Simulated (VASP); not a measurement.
HPbNO4: single point with PBE+D3(BJ)

The system is HPbNO4.

```
H Pb N O
1.0
     4.20407    0.00000    0.00000
     2.02172    3.83952    0.00000
     2.04686    1.27900    6.28132
H Pb N O
1 1 1 4
Cartesian
  6.4119 3.4218 3.9444
  4.2925 4.6959 5.5497
  2.2802 1.4940 1.8951
  6.4140 3.5006 4.9249
  2.3104 1.0037 0.7095
  2.3185 0.7238 2.8804
  2.2113 2.7408 2.0273
```

```json
{"Program": "VASP 6.6.1", "Task": "single point", "Functional": "PBE", "Dispersion": "D3(BJ)", "Potentials or basis": "VASP PAW PBE potentials, release 64 (H, Pb_d, N, O)", "Cutoff": "600 eV", "k mesh": "5 × 5 × 3", "Occupations": "fermi-dirac, width 0.05 eV", "Spin": "no spin polarisation", "Dipole correction": "no", "Further INCAR settings": "ALGO = Normal; EDIFF = 1e-06; NBANDS = 31"}
```

The pressure is -0.4 GPa, the largest force is 0.429 eV/Å and the band gap on the k mesh is 2.85 eV. The dispersion energy per atom is -0.105 eV.

Forces in eV/Å, atoms in the order of the input:
```
H   -0.001 -0.009 -0.109
Pb  -0.002  0.032  0.006
N    0.001 -0.050 -0.077
O    0.000  0.002  0.084
O    0.011 -0.136 -0.263
O    0.014 -0.262  0.292
O   -0.023  0.423  0.066
```

Stress tensor (GPa, compression positive):
```
-1.29 -0.03  0.02
-0.03 -0.04 -0.14
 0.02 -0.14  0.02
```

Levels at points of the mesh, in eV from the valence-band top:
```
           k point  band 18  band 19  band 20  band 21  band 22  band 23  band 24  band 25  band 26  band 27
(0.00, 0.00, 0.00)    -2.03    -2.02    -1.53    -1.33    -0.70     3.58     4.35     5.50     6.26     6.32
```

It took 2.9 min on 1 thread of Intel Xeon 8259CL, on a shared host, peak memory 0.34 GiB.

Caveat: the standard files for N, O and F lose accuracy on very short bonds; three body term missing; spin-orbit coupling is left out, which moves the levels of the heavy elements. A k mesh can miss the band edges.
